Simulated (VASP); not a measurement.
BaTe, 2 atoms in the cell. Symmetry: Fm-3m, No. 225, cubic system. Conventional cell: a = 6.494 Å, b = 6.494 Å, c = 6.494 Å, α = 90.00°, β = 90.00°, γ = 90.00°. Within 4.3 Å of Ba (site symmetry m-3m) lie 6 Te at 3.25 Å. Within 4.3 Å of Te (site symmetry m-3m) lie 6 Ba at 3.25 Å. 

| Quantity | Value |
| --- | --- |
| Program | VASP 6.6.1 |
| Task | single point |
| Functional | PBEsol |
| Potentials or basis | VASP PAW PBE potentials, release 64 (Ba_sv, Te) |
| Cutoff | 520 eV |
| k mesh | 7 × 7 × 7 |
| Occupations | fermi-dirac, width 0.05 eV |
| Spin | no spin polarisation |
| Dipole correction | no |
| Further INCAR settings | ALGO = Normal; EDIFF = 1e-06; NBANDS = 15 |

Potentials or basis: VASP PAW PBE potentials, release 64 (Ba_sv, Te).

Command:

```console
$ cat potpaw_PBE.64/Ba_sv/POTCAR potpaw_PBE.64/Te/POTCAR > POTCAR
$ mpirun -np 1 vasp_std > vasp.out
```

Hardware: 1 thread of Intel Xeon 8259CL (shared host).

Q: How long does it take, and how much memory?

A: Wall time 35 s on 1 thread of Intel Xeon 8259CL (shared host), peak memory 0.21 GiB. Counts: scf iterations 12, k points 20.
